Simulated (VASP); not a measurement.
Set up this calculation in VASP 6.6.1, as the native input.

```
Task                   : single point
Functional             : LDA
Potentials or basis    : VASP PAW LDA potentials, release 64 (Si, O)
Cutoff                 : 520 eV
k mesh                 : 4 × 4 × 4
Occupations            : gaussian, width 0.1 eV
Spin                   : no spin polarisation
Dipole correction      : no
Further INCAR settings : ALGO = Normal; EDIFF = 1e-07; NBANDS = 44
```

The structure of SiO2 lies in POSCAR:

```
SiO2
1.0
    4.9755888200      0.0000000000      0.0000000000
    0.0000000000      4.9755888200      0.0000000000
    0.0000000000      0.0000000000      6.9008894400
Si O
4 8
Direct
    0.1967534400      0.1967534400      0.0000000000
    0.3032465600      0.6967534400      0.7500000000
    0.6967534400      0.3032465600      0.2500000000
    0.8032465600      0.8032465600      0.5000000000
    0.6103870700      0.7382423700      0.6820415600
    0.3896129300      0.2617576300      0.1820415600
    0.7382423700      0.6103870700      0.3179584400
    0.2382423700      0.8896129300      0.9320415600
    0.2617576300      0.3896129300      0.8179584400
    0.1103870700      0.7617576300      0.5679584400
    0.8896129300      0.2382423700      0.0679584400
    0.7617576300      0.1103870700      0.4320415600
```

The input as run:

INCAR

```
  PREC = Accurate
  ENCUT = 520
  EDIFF = 1E-7
  ISMEAR = 0
  SIGMA = 0.1
  LREAL = False
  LASPH = True
  NELM = 100
  ALGO = Normal
  ISIF = 2
  LWAVE = False
  LCHARG = False
  GGA = CA
  NBANDS = 44
```

KPOINTS

```
Automatic mesh
0
Gamma
  4 4 4
```

Potentials or basis: VASP PAW LDA potentials, release 64 (Si, O).

The run is started by

```sh
$ cat potpaw_LDA.64/Si/POTCAR potpaw_LDA.64/O/POTCAR > POTCAR
$ mpirun -np 1 vasp_std > vasp.out
```

Results of the run:

- Pressure: -1.0 GPa
- Largest force: 0.064 eV/Å
- Band gap on the k mesh: 5.49 eV, direct

Wall time 5.7 min on 1 thread of AMD EPYC 7R13 (shared host), peak memory 0.23 GiB.
